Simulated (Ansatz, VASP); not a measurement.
Sb: VASP beside Ansatz

```
CELL_PARAMETERS angstrom
0.00000 3.49741 3.49741
3.49741 0.00000 3.49741
3.49741 3.49741 0.00000
ATOMIC_POSITIONS crystal
Sb 0.87500 0.87500 0.87500
Sb 0.12500 0.12500 0.12500
```

Alike in both runs: functional PBE; k mesh 11 × 11 × 11; occupations fermi-dirac, width 0.05 eV; non-collinear spin, spin-orbit coupling.

Ansatz relaxed the structure, and its values are those at the end. VASP's run is a single point on that final structure, the one shown.

|  | VASP | Ansatz |
| --- | --- | --- |
| version | VASP 6.6.1 | Ansatz 0.2.0 |
| potentials or method | VASP PAW PBE potentials, release 64 (Sb), cutoff 520 eV | all-electron LAPW |

```tsv
	VASP	Ansatz	Ansatz less VASP
pressure (GPa)	0.0	0.0	0.00
```

Ansatz ran all-electron here, and VASP with PAW potentials.
